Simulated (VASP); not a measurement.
Set up this calculation in VASP 6.6.1, as the native input.

* Task: electric field gradients
* Functional: PBE
* Potentials or basis: VASP PAW PBE potentials, release 64 (Ga_d)
* Cutoff: 520 eV
* k mesh: 14 × 14 × 16
* Occupations: fermi-dirac, width 0.05 eV
* Spin: no spin polarisation
* Dipole correction: no
* Further INCAR settings: ALGO = Normal; EDIFF = 1e-08; NBANDS = 12; ISYM = 0

The structure of Ga lies in POSCAR:

```
Ga
1.0
   -1.3801987918      1.3801987918      2.1912130391
    1.3801987918     -1.3801987918      2.1912130391
    1.3801987918      1.3801987918     -2.1912130391
Ga
1
Direct
    0.0000000000      0.0000000000      0.0000000000
```

One way to write it, as run:

INCAR

```
SYSTEM = Ga
PREC = Accurate ; ENCUT = 520
EDIFF = 1E-8 ; ISMEAR = -1
SIGMA = 0.05 ; LREAL = .False.
LASPH = .True. ; NELM = 80
ALGO = Normal ; ISIF = 2
LWAVE = .False. ; LCHARG = .False.
GGA = PE ; LEFG = .True.
ISYM = 0 ; NBANDS = 12
```

KPOINTS

```
regular mesh
0
Gamma
  14 14 16
  0 0 0
```

Potentials or basis: VASP PAW PBE potentials, release 64 (Ga_d).

Command:

```bash
$ cat potpaw_PBE.64/Ga_d/POTCAR > POTCAR
$ mpirun -np 1 vasp_std > vasp.out
```

Results of the run:

```json
{"Pressure": "8.4 GPa", "Band gap on the k mesh": "zero (an odd number of electrons rules out a gap without spin polarisation)", "Largest electric field gradient by atom": "Ga +21.4 V/Å²"}
```

Caveat: the cell stands under pressure; without QUAD_EFG the Cq values of the log hold for a quadrupole moment of 1 mb, not for the nuclei.

Wall time 6.2 min on 1 thread of Oxide Virtual Turin-like Processor, on a shared host, peak memory 0.37 GiB.
